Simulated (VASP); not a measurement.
# Ba2BiSb2 (Immm) in VASP: single point with r2SCAN

Aim: the single point of Ba2BiSb2 with r2SCAN.

Program: VASP 6.6.1. These are calculated values, not measurements. Logs are shortened: lines on timing, memory, paths and dates and some standing lists are left out, and cuts for length are marked.

### 1 The cell of the first run

Symmetry: Immm, No. 71, orthorhombic system. Conventional cell: a = 4.769 Å, b = 7.635 Å, c = 9.832 Å, α = 90.00°, β = 90.00°, γ = 90.00°. Bi (site symmetry mmm) has 4 Sb at 3.30 Å and 8 Ba at 3.64 to 4.39 Å within 4.4 Å. Ba (site symmetry mm2) has 6 Sb at 3.57 Å and 4 Bi at 3.64 to 4.39 Å and 7 Ba at 4.33 to 4.77 Å within 4.8 Å. Sb (site symmetry m2m) has 1 Sb at 3.08 Å and 2 Bi at 3.30 Å and 6 Ba at 3.57 Å within 4.1 Å.

### 2 Single point, r2SCAN

Contents of POSCAR:

```
Ba2BiSb2
1.0
   -2.3847420000      3.8173950000      4.9158680000
    4.7694840000      0.0000000000      0.0000000000
    2.3847420000      3.8173950000     -4.9158680000
Bi Ba Sb
1 2 2
Direct
    0.0000000000      0.0000000000      0.0000000000
    0.7202100000      0.2202100000      0.2797900000
    0.2797900000      0.7797900000      0.7202100000
    0.7016000000      0.5000000000      0.7016000000
    0.2984000000      0.5000000000      0.2984000000
```

Contents of INCAR.step1:

```
SYSTEM = Ba2BiSb2
PREC = Accurate ; ENCUT = 520
ISMEAR = 0 ; SIGMA = 0.0144
LREAL = .FALSE. ; LASPH = .TRUE.
NELM = 60 ; NBANDS = 30
GGA = PE ; ALGO = Normal
EDIFF = 1E-4 ; LWAVE = .TRUE.
LCHARG = .FALSE.
```

Contents of INCAR.step2:

```
SYSTEM = Ba2BiSb2
PREC = Accurate ; ENCUT = 520
EDIFF = 1E-6 ; ISMEAR = 0
SIGMA = 0.0144 ; LREAL = .FALSE.
LASPH = .TRUE. ; NELM = 60
ALGO = Normal ; ISIF = 2
LWAVE = .FALSE. ; LCHARG = .FALSE.
METAGGA = R2SCAN ; LMIXTAU = .TRUE.
NBANDS = 30 ; ISTART = 1
```

Contents of KPOINTS:

```
Automatic mesh
0
G
  6 6 6
  0 0 0
```

Potentials or basis: VASP PAW PBE potentials, release 64 (Bi_d, Ba_sv, Sb).

Run with:

```
cat potpaw_PBE.64/Bi_d/POTCAR potpaw_PBE.64/Ba_sv/POTCAR potpaw_PBE.64/Sb/POTCAR > POTCAR
cp INCAR.step1 INCAR
mpirun -np 1 vasp_std > vasp.out
cp INCAR.step2 INCAR
mpirun -np 1 vasp_std > vasp.out
```

OUTCAR:

```text
SYSTEM = Ba2BiSb2
   PREC = Accurate
   ENCUT = 520
   EDIFF = 1E-6
   ISMEAR = 0
   LREAL = .FALSE.
   LASPH = .TRUE.
   NELM = 60
   ISIF = 2
   METAGGA = R2SCAN
   ISTART = 1

 ion  position               nearest neighbor table
   1  0.000  0.000  0.000-   4 3.30   5 3.30   4 3.30   5 3.30   2 3.64   2 3.64   3 3.64   3 3.64

   2  0.720  0.220  0.280-   5 3.57   4 3.57   4 3.57   5 3.57   5 3.57   4 3.57   1 3.64   1 3.64
                             3 4.33   3 4.54   3 4.54   3 4.54   3 4.54
   3  0.280  0.780  0.720-   4 3.57   5 3.57   4 3.57   5 3.57   5 3.57   4 3.57   1 3.64   1 3.64
                             2 4.33   2 4.54   2 4.54   2 4.54   2 4.54
   4  0.702  0.500  0.702-   5 3.08   1 3.30   1 3.30   3 3.57   2 3.57   2 3.57   3 3.57   3 3.57
                             2 3.57
   5  0.298  0.500  0.298-   4 3.08   1 3.30   1 3.30   2 3.57   2 3.57   3 3.57   3 3.57   3 3.57
                             2 3.57

  LATTYP: Found a body centered orthorhombic cell.
 ALAT       =     4.7694840000
 B/A-ratio  =     1.6007580694
 C/A-ratio  =     2.0613835794

  Lattice vectors:

 A1 = (  -2.3847420000,   3.8173950000,   4.9158680000)
 A2 = (   2.3847420000,  -3.8173950000,   4.9158680000)
 A3 = (   2.3847420000,   3.8173950000,  -4.9158680000)

Analysis of symmetry for initial positions (statically):
=====================================================================
 Subroutine PRICEL returns:
 Original cell was already a primitive cell.

 Routine SETGRP: Setting up the symmetry group for a
 body centered orthorhombic supercell.

 Subroutine GETGRP returns: Found  8 space group operations
 (whereof  8 operations were pure point group operations)
 out of a pool of  8 trial point group operations.

The static configuration has the point symmetry D_2h.

Analysis of symmetry for dynamics (positions and initial velocities):
=====================================================================
 Subroutine PRICEL returns:
 Original cell was already a primitive cell.

 Routine SETGRP: Setting up the symmetry group for a
 body centered orthorhombic supercell.

 Subroutine GETGRP returns: Found  8 space group operations
 (whereof  8 operations were pure point group operations)
 out of a pool of  8 trial point group operations.

The dynamic configuration has the point symmetry D_2h.

 Subroutine INISYM returns: Found  8 space group operations
 (whereof  8 operations are pure point group operations),
 and found     1 'primitive' translations

----------------------------------------------------------------------------------------

                                     Primitive cell

  volume of cell :     179.0065

  direct lattice vectors                    reciprocal lattice vectors
    -2.384742000  3.817395000  4.915868000     0.000000000  0.130979372  0.101711437
     4.769484000  0.000000000  0.000000000     0.209666287  0.000000000  0.101711437
     2.384742000  3.817395000 -4.915868000     0.000000000  0.130979372 -0.101711437

  length of vectors
     6.665227467  4.769484000  6.665227467     0.165833689  0.233034693  0.165833689

  position of ions in fractional coordinates (direct lattice)
     0.000000000  0.000000000  0.000000000
     0.720210000  0.220210000  0.279790000
     0.279790000  0.779790000  0.720210000
     0.701600000  0.500000000  0.701600000
     0.298400000  0.500000000  0.298400000

  ion indices of the primitive-cell ions
   primitive index   ion index
                 1           1
                 2           2
                 3           3
                 4           4
                 5           5

----------------------------------------------------------------------------------------

 KPOINTS: Automatic mesh

Automatic generation of k-mesh.
 Grid dimensions read from file:
 generate k-points for:    6    6    6

 Generating k-lattice:

  Cartesian coordinates                     Fractional coordinates (reciprocal lattice)
     0.000000000  0.021829895  0.016951906     0.166666667  0.000000000 -0.000000000
     0.034944381  0.000000000  0.016951906     0.000000000  0.166666667  0.000000000
     0.000000000  0.021829895 -0.016951906    -0.000000000  0.000000000  0.166666667

  Length of vectors
     0.027638948  0.038839116  0.027638948

  Shift w.r.t. Gamma in fractional coordinates (k-lattice)
     0.000000000  0.000000000  0.000000000

 Subroutine IBZKPT returns following result:
 ===========================================

 Found     46 irreducible k-points:

 Following reciprocal coordinates:
            Coordinates               Weight
  0.000000  0.000000  0.000000      1.000000
  0.166667  0.000000  0.000000      4.000000
  0.333333  0.000000  0.000000      4.000000
  0.500000  0.000000  0.000000      2.000000
  0.000000  0.166667  0.000000      4.000000
  0.166667  0.166667  0.000000      8.000000
[... 16 lines left out ...]
  0.500000  0.000000  0.166667      4.000000
 -0.333333  0.000000  0.166667      4.000000
 [... further k-points ...]
   k-points           NKPTS =     46   k-points in BZ     NKDIM =     46   number of bands    NBANDS=     30
   number of dos      NEDOS =    301   number of ions     NIONS =      5
   total plane-waves  NPLWV =  90000
   dimension x,y,z NGX =    50 NGY =   36 NGZ =   50
   dimension x,y,z NGXF=   100 NGYF=   72 NGZF=  100
   ions per type =               1   2   2
   NGX,Y,Z   is equivalent  to a cutoff of  12.47, 12.55, 12.47 a.u.
   NGXF,Y,Z  is equivalent  to a cutoff of  24.94, 25.10, 24.94 a.u.
 SYSTEM =  Ba2BiSb2
   PREC   = accura    normal or accurate (medium, high low for compatibility)
   ISTART =      1    job   : 0-new  1-cont  2-samecut
   ICHARG =      0    charge: 1-file 2-atom 10-const
   ISPIN  =      1    spin polarized calculation?
   LNONCOLLINEAR =      F non collinear calculations
   LSORBIT =      F    spin-orbit coupling
   LASPH  =      T    aspherical Exc in radial PAW
   ENCUT  =  520.0 eV  38.22 Ry    6.18 a.u.  12.39  8.87 12.39*2*pi/ulx,y,z
   NELM   =     60;   NELMIN=  2; NELMDL=  0     # of ELM steps
   EDIFF  = 0.1E-05   stopping-criterion for ELM
   LREAL  =      F    real-space projection
   EDIFFG = 0.1E-04   stopping-criterion for IOM
   NSW    =      0    number of steps for IOM
   IBRION =     -1    ionic relax: 0-MD 1-quasi-New 2-CG
   NFREE  =      0    steps in history (QN), initial steepest desc. (CG)
   ISIF   =      2    stress and relaxation
   ISYM   =      2    0-nonsym 1-usesym 2-fastsym
   POTIM  = 0.5000    time-step for ionic-motion
   TEBEG  =    0.0;   TEEND  =   0.0 temperature during run
   PSTRESS=    0.0 pullay stress
   NELECT =      45.0000    total number of electrons
   NUPDOWN=      -1.0000    fix difference up-down
   EMIN   =  10.00;   EMAX   =-10.00  energy-range for DOS
   EFERMI =   0.00;   METHOD = LEGACY
   ISMEAR =     0;   SIGMA  =   0.01  broadening in eV -4-tet -1-fermi 0-gaus
   EFERMI_NEDOS =   21; number of points for ismear=-14 and -15
   IALGO  =     38    algorithm
   IMIX   =      4    mixing-type and parameters
     AMIX     =   0.40;   BMIX     =  1.00
     AMIX_MAG =   1.60;   BMIX_MAG =  1.00
  volume/ion in A,a.u.               =      35.80       241.60
  Fermi-wavevector in a.u.,A,eV,Ry     =   1.033212  1.952488 14.524587  1.067527
  Thomas-Fermi vector in A             =   2.167448
   LORBIT       =      0    0 simple, 1 ext, 2 COOP (PROOUT), +10 PAW based schemes
   METAGGA = R2SCAN    functional components
   LHFCALC =     F    Hartree Fock is set to
   AEXX    =    0.0000 exact exchange contribution
   IVDW    =     0    specifies the selected vdW correction
   LEPSILON=     F    determine dielectric tensor
   LRPA    =     F    only Hartree local field effects (RPA)
 non-spin polarized calculation
 Gauss-broadening in eV      SIGMA  =   0.01
  energy-cutoff  :      520.00
  volume of cell :      179.01
 maximum number of plane-waves:      4844
 NGX is ok and might be reduce to    50
   NGX = 25   NGY = 17   NGZ = 25

 number of electron      45.0000000 magnetization

 Free energy of the ion-electron system (eV)
  ---------------------------------------------------
  ext. energy  EPLUGINS =         0.00000000
  ---------------------------------------------------
  free energy    TOTEN  =      -167.61630108 eV

  energy without entropy =     -167.61628210  energy(sigma->0) =     -167.61629159

 E-fermi :   4.8836     XC(G=0):  -9.6615

 val. band max:        4.8565146436   @ k =  -0.3333  -0.1667   0.1667
 cond. band min:       4.9104201462   @ k =   0.1667   0.3333  -0.0000
 fundamental gap:      0.0539055025
 Fermi energy:         4.8835993185

 k-point     1 :       0.0000    0.0000    0.0000
  band No.  band energies     occupation
      1     -24.0358      2.00000
      2     -23.9968      2.00000
      3     -18.3940      2.00000
      4     -18.3908      2.00000
      5     -18.2397      2.00000
      6     -18.2299      2.00000
[... 22 lines left out ...]
     29       8.9360      0.00000
     30       9.3111      0.00000

 k-point     2 :       0.1667    0.0000    0.0000
  band No.  band energies     occupation
      1     -24.0334      2.00000
      2     -23.9992      2.00000
      3     -18.3940      2.00000
      4     -18.3909      2.00000
      5     -18.2397      2.00000
      6     -18.2298      2.00000
[... 22 lines left out ...]
     29       8.8179      0.00000
     30       9.3150      0.00000

 k-point     3 :       0.3333    0.0000    0.0000
  band No.  band energies     occupation
      1     -24.0270      2.00000
      2     -24.0053      2.00000
      3     -18.3939      2.00000
      4     -18.3909      2.00000
      5     -18.2396      2.00000
      6     -18.2297      2.00000
[... 22 lines left out ...]
     29       8.3002      0.00000
     30       9.3268      0.00000

 k-point     4 :       0.5000    0.0000    0.0000
  band No.  band energies     occupation
      1     -24.0216      2.00000
      2     -24.0107      2.00000
      3     -18.3938      2.00000
      4     -18.3909      2.00000
      5     -18.2396      2.00000
      6     -18.2297      2.00000
[... 22 lines left out ...]
     29       8.6943      0.00000
     30       9.0206      0.00000

 k-point     5 :       0.0000    0.1667    0.0000
  band No.  band energies     occupation
      1     -24.0314      2.00000
      2     -23.9975      2.00000
      3     -18.3928      2.00000
      4     -18.3920      2.00000
      5     -18.2398      2.00000
      6     -18.2298      2.00000
[... 22 lines left out ...]
     29       9.0334      0.00000
     30       9.3965      0.00000
[... 526 lines left out ...]
     29       8.5111      0.00000
     30       9.0157      0.00000

 k-point    22 :       0.3333    0.0000    0.1667
  band No.  band energies     occupation
      1     -24.0226      2.00000
      2     -24.0096      2.00000
      3     -18.3938      2.00000
      4     -18.3909      2.00000
      5     -18.2396      2.00000
      6     -18.2297      2.00000
[... 22 lines left out ...]
     29       8.4807      0.00000
     30       8.7606      0.00000

 k-point    23 :       0.5000    0.0000    0.1667
  band No.  band energies     occupation
      1     -24.0216      2.00000
      2     -24.0105      2.00000
      3     -18.3937      2.00000
      4     -18.3908      2.00000
      5     -18.2396      2.00000
      6     -18.2297      2.00000
[... 22 lines left out ...]
     29       8.3953      0.00000
     30       8.7034      0.00000

 k-point    24 :      -0.3333    0.0000    0.1667
  band No.  band energies     occupation
      1     -24.0284      2.00000
      2     -24.0038      2.00000
      3     -18.3938      2.00000
      4     -18.3908      2.00000
      5     -18.2396      2.00000
      6     -18.2297      2.00000
[... 22 lines left out ...]
     29       8.2863      0.00000
     30       8.9194      0.00000

 [... further k-points ...]
[... 5 lines left out ...]
  --------------------------------------------------------------------------------------
  -------------------------------------------------------------------------------------
  Total        2.0616804      1.3492284      3.3939871      0.0000000      0.0000000      0.0000000
  in kB       18.4528405     12.0761180     30.3775025      0.0000000      0.0000000      0.0000000
  external PRESSURE =      20.3021537 kB  Pullay stress =       0.0000000 kB

 VOLUME and BASIS-vectors are now :
 -----------------------------------------------------------------------------
  energy-cutoff  :      520.00
  volume of cell :      179.01
      direct lattice vectors                 reciprocal lattice vectors
    -2.384742000  3.817395000  4.915868000     0.000000000  0.130979372  0.101711437
     4.769484000  0.000000000  0.000000000     0.209666287  0.000000000  0.101711437
     2.384742000  3.817395000 -4.915868000     0.000000000  0.130979372 -0.101711437

 POSITION                                       TOTAL-FORCE (eV/Angst)
 -----------------------------------------------------------------------------------
      0.00000      0.00000      0.00000         0.000000      0.000000      0.000000
      0.00000      3.81740      2.16505        -0.000000      0.000000     -0.012364
      4.76948      3.81740     -2.16505        -0.000000      0.000000      0.012364
      2.38474      5.35657      0.00000        -0.000000     -0.014777      0.000000
      2.38474      2.27822      0.00000        -0.000000      0.014777      0.000000
 -----------------------------------------------------------------------------------
    total drift:                                0.000000      0.000000      0.000000

  FREE ENERGIE OF THE ION-ELECTRON SYSTEM (eV)
  ---------------------------------------------------
  free  energy   TOTEN  =      -167.6163010792 eV

  energy  without entropy=     -167.6162820996  energy(sigma->0) =     -167.61629159
```

It took 18 min on 1 thread of Intel Xeon Platinum 8259CL at 2.50GHz (Skylake/Cascade Lake), shared host; peak memory 0.49 GiB.

What came out:

| Property | Result |
| --- | --- |
| Free energy | -167.6163 eV |
| Pressure | 2.0 GPa |
| Largest force | 0.015 eV/Å |
| Band gap on the k mesh | zero (an odd number of electrons rules out a gap without spin polarisation) |

Forces in eV/Å, atoms in the order of the input:
```
Bi   0.000  0.000  0.000
Ba   0.000  0.000 -0.012
Ba   0.000  0.000  0.012
Sb   0.000 -0.015  0.000
Sb   0.000  0.015  0.000
```

Caveat: the PAW data sets were made with another functional, which shifts forces and pressure a little; spin-orbit coupling is left out, which moves the levels of the heavy elements.

The gap in the log of VASP goes by the Fermi energy; the results here count the filled bands.